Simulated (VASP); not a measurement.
# RbBa3 (Fm-3m) in VASP: notebook

RbBa3 is run at these levels: LDA; tasks: single point.

Everything below comes from runs of VASP 6.6.1. Logs are shortened: lines on timing, memory, paths and dates and some standing lists are left out, and cuts for length are marked.

## Step 1: The cell of the first run

The structure is cubic, space group Fm-3m (No. 225). The conventional cell has a = 10.362 Å, b = 10.362 Å, c = 10.362 Å, α = 90.00°, β = 90.00°, γ = 90.00°. Within 5.9 Å of Rb (site symmetry m-3m) lie 14 Ba at 4.49 to 5.18 Å. Within 5.9 Å of Ba (site symmetry -43m) lie 4 Rb at 4.49 Å and 10 Ba at 4.49 to 5.18 Å. Within 5.9 Å of Ba (site symmetry m-3m) lie 8 Ba at 4.49 Å and 6 Rb at 5.18 Å.

## Step 2: Single point, LDA

INCAR reads:

```
SYSTEM = RbBa3
  ALGO = Normal
  EDIFF = 1E-7
  ENCUT = 520
  GGA = CA
  ISIF = 2
  ISMEAR = 1
  LASPH = .True.
  LCHARG = .False.
  LREAL = .False.
  LWAVE = .False.
  NBANDS = 28
  NELM = 100
  PREC = Accurate
  SIGMA = 0.1
```

KPOINTS reads:

```
k-points
0
Gamma
  4 4 4
  0 0 0
```

POSCAR reads:

```
RbBa3
1.0
    0.0000000000      5.1811550000      5.1811550000
    5.1811550000      0.0000000000      5.1811550000
    5.1811550000      5.1811550000      0.0000000000
Rb Ba
1 3
Direct
    0.0000000000      0.0000000000      0.0000000000
    0.2500000000      0.2500000000      0.2500000000
    0.7500000000      0.7500000000      0.7500000000
    0.5000000000      0.5000000000      0.5000000000
```

Potentials or basis: VASP PAW LDA potentials, release 64 (Rb_sv, Ba_sv).

The run is started by

```console
cat potpaw_LDA.64/Rb_sv/POTCAR potpaw_LDA.64/Ba_sv/POTCAR > POTCAR
mpirun -np 1 vasp_std > vasp.out
```

OUTCAR:

```text
SYSTEM = RbBa3
   EDIFF = 1E-7
   ENCUT = 520
   GGA = CA
   ISIF = 2
   ISMEAR = 1
   LASPH = .True.
   LREAL = .False.
   NELM = 100
   PREC = Accurate

 ion  position               nearest neighbor table
   1  0.000  0.000  0.000-   3 4.49   3 4.49   3 4.49   2 4.49   3 4.49   2 4.49   2 4.49   2 4.49
                             4 5.18   4 5.18   4 5.18   4 5.18   4 5.18   4 5.18
   2  0.250  0.250  0.250-   1 4.49   1 4.49   1 4.49   1 4.49   4 4.49   4 4.49   4 4.49   4 4.49

   3  0.750  0.750  0.750-   4 4.49   4 4.49   4 4.49   1 4.49   4 4.49   1 4.49   1 4.49   1 4.49

   4  0.500  0.500  0.500-   2 4.49   2 4.49   2 4.49   2 4.49   3 4.49   3 4.49   3 4.49   3 4.49
                             1 5.18   1 5.18   1 5.18   1 5.18   1 5.18   1 5.18

  LATTYP: Found a face centered cubic cell.
 ALAT       =    10.3623100000

  Lattice vectors:

 A1 = (   0.0000000000,   5.1811550000,   5.1811550000)
 A2 = (   5.1811550000,   0.0000000000,   5.1811550000)
 A3 = (   5.1811550000,   5.1811550000,   0.0000000000)

Analysis of symmetry for initial positions (statically):
=====================================================================
 Subroutine PRICEL returns:
 Original cell was already a primitive cell.

 Routine SETGRP: Setting up the symmetry group for a
 face centered cubic supercell.

 Subroutine GETGRP returns: Found 48 space group operations
 (whereof 48 operations were pure point group operations)
 out of a pool of 48 trial point group operations.

The static configuration has the point symmetry O_h .

Analysis of symmetry for dynamics (positions and initial velocities):
=====================================================================
 Subroutine PRICEL returns:
 Original cell was already a primitive cell.

 Routine SETGRP: Setting up the symmetry group for a
 face centered cubic supercell.

 Subroutine GETGRP returns: Found 48 space group operations
 (whereof 48 operations were pure point group operations)
 out of a pool of 48 trial point group operations.

The dynamic configuration has the point symmetry O_h .

 Subroutine INISYM returns: Found 48 space group operations
 (whereof 48 operations are pure point group operations),
 and found     1 'primitive' translations

----------------------------------------------------------------------------------------

                                     Primitive cell

  volume of cell :     278.1697

  direct lattice vectors                    reciprocal lattice vectors
     0.000000000  5.181155000  5.181155000    -0.096503579  0.096503579  0.096503579
     5.181155000  0.000000000  5.181155000     0.096503579 -0.096503579  0.096503579
     5.181155000  5.181155000  0.000000000     0.096503579  0.096503579 -0.096503579

  length of vectors
     7.327259670  7.327259670  7.327259670     0.167149102  0.167149102  0.167149102

  position of ions in fractional coordinates (direct lattice)
     0.000000000  0.000000000  0.000000000
     0.250000000  0.250000000  0.250000000
     0.750000000  0.750000000  0.750000000
     0.500000000  0.500000000  0.500000000

  ion indices of the primitive-cell ions
   primitive index   ion index
                 1           1
                 2           2
                 3           3
                 4           4

----------------------------------------------------------------------------------------

 KPOINTS: k-points

Automatic generation of k-mesh.
 Grid dimensions read from file:
 generate k-points for:    4    4    4

 Generating k-lattice:

  Cartesian coordinates                     Fractional coordinates (reciprocal lattice)
    -0.024125895  0.024125895  0.024125895     0.250000000  0.000000000  0.000000000
     0.024125895 -0.024125895  0.024125895     0.000000000  0.250000000  0.000000000
     0.024125895  0.024125895 -0.024125895     0.000000000  0.000000000  0.250000000

  Length of vectors
     0.041787275  0.041787275  0.041787275

  Shift w.r.t. Gamma in fractional coordinates (k-lattice)
     0.000000000  0.000000000  0.000000000

 Subroutine IBZKPT returns following result:
 ===========================================

 Found      8 irreducible k-points:

 Following reciprocal coordinates:
            Coordinates               Weight
  0.000000  0.000000  0.000000      1.000000
  0.250000  0.000000  0.000000      8.000000
  0.500000  0.000000  0.000000      4.000000
  0.250000  0.250000  0.000000      6.000000
  0.500000  0.250000  0.000000     24.000000
 -0.250000  0.250000  0.000000     12.000000
  0.500000  0.500000  0.000000      3.000000
 -0.250000  0.500000  0.250000      6.000000
   k-points           NKPTS =      8   k-points in BZ     NKDIM =      8   number of bands    NBANDS=     28
   number of dos      NEDOS =    301   number of ions     NIONS =      4
   total plane-waves  NPLWV = 157464
   dimension x,y,z NGX =    54 NGY =   54 NGZ =   54
   dimension x,y,z NGXF=   108 NGYF=  108 NGZF=  108
   ions per type =               1   3
   NGX,Y,Z   is equivalent  to a cutoff of  12.25, 12.25, 12.25 a.u.
   NGXF,Y,Z  is equivalent  to a cutoff of  24.50, 24.50, 24.50 a.u.
 SYSTEM =  RbBa3
   PREC   = accura    normal or accurate (medium, high low for compatibility)
   ISTART =      0    job   : 0-new  1-cont  2-samecut
   ICHARG =      2    charge: 1-file 2-atom 10-const
   ISPIN  =      1    spin polarized calculation?
   LNONCOLLINEAR =      F non collinear calculations
   LSORBIT =      F    spin-orbit coupling
   LASPH  =      T    aspherical Exc in radial PAW
   ENCUT  =  520.0 eV  38.22 Ry    6.18 a.u.  13.62 13.62 13.62*2*pi/ulx,y,z
   NELM   =    100;   NELMIN=  2; NELMDL= -5     # of ELM steps
   EDIFF  = 0.1E-06   stopping-criterion for ELM
   LREAL  =      F    real-space projection
   EDIFFG = 0.1E-05   stopping-criterion for IOM
   NSW    =      0    number of steps for IOM
   IBRION =     -1    ionic relax: 0-MD 1-quasi-New 2-CG
   NFREE  =      0    steps in history (QN), initial steepest desc. (CG)
   ISIF   =      2    stress and relaxation
   ISYM   =      2    0-nonsym 1-usesym 2-fastsym
   POTIM  = 0.5000    time-step for ionic-motion
   TEBEG  =    0.0;   TEEND  =   0.0 temperature during run
   PSTRESS=    0.0 pullay stress
   NELECT =      39.0000    total number of electrons
   NUPDOWN=      -1.0000    fix difference up-down
   EMIN   =  10.00;   EMAX   =-10.00  energy-range for DOS
   EFERMI =   0.00;   METHOD = LEGACY
   ISMEAR =     1;   SIGMA  =   0.10  broadening in eV -4-tet -1-fermi 0-gaus
   EFERMI_NEDOS =   21; number of points for ismear=-14 and -15
   IALGO  =     38    algorithm
   IMIX   =      4    mixing-type and parameters
     AMIX     =   0.40;   BMIX     =  1.00
     AMIX_MAG =   1.60;   BMIX_MAG =  1.00
  volume/ion in A,a.u.               =      69.54       469.30
  Fermi-wavevector in a.u.,A,eV,Ry     =   0.850472  1.607158  9.841119  0.723302
  Thomas-Fermi vector in A             =   1.966454
   LORBIT       =      0    0 simple, 1 ext, 2 COOP (PROOUT), +10 PAW based schemes
   GGA     = CA    functional components
   LHFCALC =     F    Hartree Fock is set to
   AEXX    =    0.0000 exact exchange contribution
   IVDW    =     0    specifies the selected vdW correction
   LEPSILON=     F    determine dielectric tensor
   LRPA    =     F    only Hartree local field effects (RPA)
 non-spin polarized calculation
 Methfessel and Paxton  Order N= 1 SIGMA  =   0.10
  energy-cutoff  :      520.00
  volume of cell :      278.17
 maximum number of plane-waves:      7583
   NGX = 27   NGY = 27   NGZ = 27

 number of electron      38.9999999 magnetization

 Free energy of the ion-electron system (eV)
  ---------------------------------------------------
  ext. energy  EPLUGINS =         0.00000000
  ---------------------------------------------------
  free energy    TOTEN  =        -7.07706360 eV

  energy without entropy =       -7.06631980  energy(sigma->0) =       -7.07348233

 E-fermi :   0.8663     XC(G=0):  -7.0965

 val. band max:        0.8617716959   @ k =   0.2500   0.2500   0.0000
 cond. band min:       0.8817734209   @ k =  -0.2500   0.2500   0.0000
 fundamental gap:      0.0200017250
 Fermi energy:         0.8662867668

 k-point     1 :       0.0000    0.0000    0.0000
  band No.  band energies     occupation
      1     -28.3164      2.00000
      2     -28.3090      2.00000
      3     -28.1787      2.00000
      4     -26.9604      2.00000
      5     -13.5080      2.00000
      6     -13.5080      2.00000
[... 20 lines left out ...]
     27       3.0471      0.00000
     28       3.0471      0.00000

 k-point     2 :       0.2500    0.0000    0.0000
  band No.  band energies     occupation
      1     -28.3148      2.00000
      2     -28.3097      2.00000
      3     -28.1796      2.00000
      4     -26.9605      2.00000
      5     -13.5331      2.00000
      6     -13.5287      2.00000
[... 20 lines left out ...]
     27       2.6920     -0.00000
     28       2.8267     -0.00000

 k-point     3 :       0.5000    0.0000    0.0000
  band No.  band energies     occupation
      1     -28.3121      2.00000
      2     -28.3116      2.00000
      3     -28.1805      2.00000
      4     -26.9605      2.00000
      5     -13.5392      2.00000
      6     -13.5392      2.00000
[... 20 lines left out ...]
     27       2.2164     -0.00000
     28       2.2164     -0.00000

 k-point     4 :       0.2500    0.2500    0.0000
  band No.  band energies     occupation
      1     -28.3144      2.00000
      2     -28.3098      2.00000
      3     -28.1799      2.00000
      4     -26.9605      2.00000
      5     -13.5529      2.00000
      6     -13.5529      2.00000
[... 20 lines left out ...]
     27       2.7727     -0.00000
     28       3.0741      0.00000

 k-point     5 :       0.5000    0.2500    0.0000
  band No.  band energies     occupation
      1     -28.3124      2.00000
      2     -28.3110      2.00000
      3     -28.1808      2.00000
      4     -26.9605      2.00000
      5     -13.5615      2.00000
      6     -13.5562      2.00000
[... 20 lines left out ...]
     27       2.3214     -0.00000
     28       2.6021     -0.00000

 k-point     6 :      -0.2500    0.2500    0.0000
  band No.  band energies     occupation
      1     -28.3130      2.00000
      2     -28.3107      2.00000
      3     -28.1805      2.00000
      4     -26.9605      2.00000
      5     -13.5490      2.00000
      6     -13.5427      2.00000
[... 20 lines left out ...]
     27       2.3534     -0.00000
     28       2.7567     -0.00000

 k-point     7 :       0.5000    0.5000    0.0000
  band No.  band energies     occupation
      1     -28.3124      2.00000
      2     -28.3107      2.00000
      3     -28.1811      2.00000
      4     -26.9606      2.00000
      5     -13.5773      2.00000
      6     -13.5773      2.00000
[... 20 lines left out ...]
     27       2.5239     -0.00000
     28       2.5239     -0.00000

 k-point     8 :      -0.2500    0.5000    0.2500
  band No.  band energies     occupation
      1     -28.3115      2.00000
      2     -28.3115      2.00000
      3     -28.1811      2.00000
      4     -26.9606      2.00000
      5     -13.5766      2.00000
      6     -13.5269      2.00000
[... 20 lines left out ...]
     27       2.1227     -0.00000
     28       2.6750     -0.00000

------------------------ aborting loop because EDIFF is reached ----------------------------------------

  FORCE on cell =-STRESS in cart. coord.  units (eV):
  Direction    XX          YY          ZZ          XY          YZ          ZX
  --------------------------------------------------------------------------------------
  -------------------------------------------------------------------------------------
  Total       -1.5587986     -1.5587986     -1.5587986     -0.0000000      0.0000000      0.0000000
  in kB       -8.9782324     -8.9782324     -8.9782324     -0.0000000      0.0000000      0.0000000
  external PRESSURE =      -8.9782324 kB  Pullay stress =       0.0000000 kB

 VOLUME and BASIS-vectors are now :
 -----------------------------------------------------------------------------
  energy-cutoff  :      520.00
  volume of cell :      278.17
      direct lattice vectors                 reciprocal lattice vectors
     0.000000000  5.181155000  5.181155000    -0.096503579  0.096503579  0.096503579
     5.181155000  0.000000000  5.181155000     0.096503579 -0.096503579  0.096503579
     5.181155000  5.181155000  0.000000000     0.096503579  0.096503579 -0.096503579

 POSITION                                       TOTAL-FORCE (eV/Angst)
 -----------------------------------------------------------------------------------
      0.00000      0.00000      0.00000        -0.000000     -0.000000     -0.000000
      2.59058      2.59058      2.59058         0.000000      0.000000      0.000000
      7.77173      7.77173      7.77173        -0.000000     -0.000000     -0.000000
      5.18116      5.18116      5.18116        -0.000000     -0.000000     -0.000000
 -----------------------------------------------------------------------------------
    total drift:                                0.000000      0.000000     -0.000000

  FREE ENERGIE OF THE ION-ELECTRON SYSTEM (eV)
  ---------------------------------------------------
  free  energy   TOTEN  =        -7.0770635997 eV

  energy  without entropy=       -7.0663198043  energy(sigma->0) =       -7.07348233
```

Wall time 49 s (1 thread of AMD EPYC 9R45 (Zen 5), shared host); peak memory 0.28 GiB.

Results:

- Free energy: -7.0771 eV
- Pressure: -0.9 GPa
- Band gap on the k mesh: zero (an odd number of electrons rules out a gap without spin polarisation)

Caveat: spin-orbit coupling is left out, which moves the levels of the heavy elements.

## Step 3: Single point, LDA

INCAR reads:

```
PREC     = Accurate       # precision mode
ENCUT    = 520            # plane-wave cutoff, eV
EDIFF    = 1E-6           # SCF threshold, eV
ISMEAR   = 1              # smearing method
SIGMA    = 0.1            # smearing width, eV
LREAL    = False          # projectors in reciprocal space
LASPH    = True           # aspherical terms in the spheres
NELM     = 60             # most SCF steps
ALGO     = Normal         # electronic algorithm
ISIF     = 2              # what is computed and relaxed
LWAVE    = False          # write WAVECAR
LCHARG   = False          # write CHGCAR
NBANDS   = 28             # bands
```

KPOINTS reads:

```
regular mesh
0
Gamma
  4 4 4
```

POSCAR is that of step 2.

Potentials or basis: VASP PAW LDA potentials, release 64 (Rb_sv, Ba_sv).

The run is started by

```console
cat potpaw_LDA.64/Rb_sv/POTCAR potpaw_LDA.64/Ba_sv/POTCAR > POTCAR
mpirun -np 1 vasp_std > vasp.out
```

OUTCAR:

```text
PREC = Accurate
   ENCUT = 520
   EDIFF = 1E-6
   ISMEAR = 1
   LREAL = False
   LASPH = True
   NELM = 60
   ISIF = 2

 ion  position               nearest neighbor table
   1  0.000  0.000  0.000-   3 4.49   3 4.49   3 4.49   2 4.49   3 4.49   2 4.49   2 4.49   2 4.49
                             4 5.18   4 5.18   4 5.18   4 5.18   4 5.18   4 5.18
   2  0.250  0.250  0.250-   1 4.49   1 4.49   1 4.49   1 4.49   4 4.49   4 4.49   4 4.49   4 4.49

   3  0.750  0.750  0.750-   4 4.49   4 4.49   4 4.49   1 4.49   4 4.49   1 4.49   1 4.49   1 4.49

[... 432 lines left out ...]
  --------------------------------------------------------------------------------------
  -------------------------------------------------------------------------------------
  Total       -1.5602470     -1.5602470     -1.5602470      0.0000000      0.0000000      0.0000000
  in kB       -8.9865746     -8.9865746     -8.9865746      0.0000000      0.0000000      0.0000000
  external PRESSURE =      -8.9865746 kB  Pullay stress =       0.0000000 kB

 VOLUME and BASIS-vectors are now :
 -----------------------------------------------------------------------------
  energy-cutoff  :      520.00
  volume of cell :      278.17
      direct lattice vectors                 reciprocal lattice vectors
     0.000000000  5.181155000  5.181155000    -0.096503579  0.096503579  0.096503579
     5.181155000  0.000000000  5.181155000     0.096503579 -0.096503579  0.096503579
     5.181155000  5.181155000  0.000000000     0.096503579  0.096503579 -0.096503579

 POSITION                                       TOTAL-FORCE (eV/Angst)
 -----------------------------------------------------------------------------------
      0.00000      0.00000      0.00000         0.000000      0.000000     -0.000000
      2.59058      2.59058      2.59058         0.000000      0.000000      0.000000
      7.77173      7.77173      7.77173        -0.000000     -0.000000     -0.000000
      5.18116      5.18116      5.18116         0.000000      0.000000     -0.000000
 -----------------------------------------------------------------------------------
    total drift:                                0.000000      0.000000     -0.000000

  FREE ENERGIE OF THE ION-ELECTRON SYSTEM (eV)
  ---------------------------------------------------
  free  energy   TOTEN  =        -7.0770636287 eV

  energy  without entropy=       -7.0663208916  energy(sigma->0) =       -7.07348272
```

OSZICAR:

```text
N       E                     dE             d eps       ncg     rms          rms(c)
DAV:   1     0.306319010899E+03    0.30632E+03   -0.15299E+04   448   0.112E+03
DAV:   2     0.162051897264E+02   -0.29011E+03   -0.28573E+03   680   0.222E+02
DAV:   3    -0.631638607208E+01   -0.22522E+02   -0.22211E+02   600   0.667E+01
DAV:   4    -0.710240187842E+01   -0.78602E+00   -0.78006E+00   732   0.956E+00
DAV:   5    -0.711365569792E+01   -0.11254E-01   -0.11238E-01   580   0.102E+00    0.298E+00
DAV:   6    -0.708678602486E+01    0.26870E-01   -0.42777E-02   652   0.877E-01    0.183E+00
DAV:   7    -0.707693941928E+01    0.98466E-02   -0.66688E-02   572   0.105E+00    0.238E-01
DAV:   8    -0.707704870877E+01   -0.10929E-03   -0.72504E-03   628   0.310E-01    0.557E-02
DAV:   9    -0.707706752952E+01   -0.18821E-04   -0.16697E-04   580   0.507E-02    0.320E-02
DAV:  10    -0.707706336462E+01    0.41649E-05   -0.32530E-05   572   0.302E-02    0.797E-03
DAV:  11    -0.707706362865E+01   -0.26404E-06   -0.20600E-06   420   0.597E-03
   1 F= -.70770636E+01 E0= -.70734827E+01  d E =-.107427E-01
```

Run time: 45 s. Hardware: 1 thread of AMD EPYC 9R45 (Zen 5), shared host; peak memory 0.28 GiB.

Results:

| Property | Result |
| --- | --- |
| Free energy | -7.0771 eV |
| Pressure | -0.9 GPa |
| Band gap on the k mesh | zero (an odd number of electrons rules out a gap without spin polarisation) |

Levels at points of the mesh, in eV from the Fermi level:
| k point | band 17 | band 18 | band 19 | band 20 | band 21 | band 22 |
| --- | --- | --- | --- | --- | --- | --- |
| (0.00, 0.00, 0.00) | -2.56 | -0.16 | -0.16 | 0.46 | 0.46 | 0.46 |
| (0.50, 0.00, 0.00) | -1.35 | -1.08 | 0.29 | 0.29 | 0.36 | 0.62 |
| (0.50, 0.50, 0.00) | -0.95 | -0.78 | -0.64 | -0.60 | 0.72 | 0.78 |

Caveat: spin-orbit coupling is left out, which moves the levels of the heavy elements.
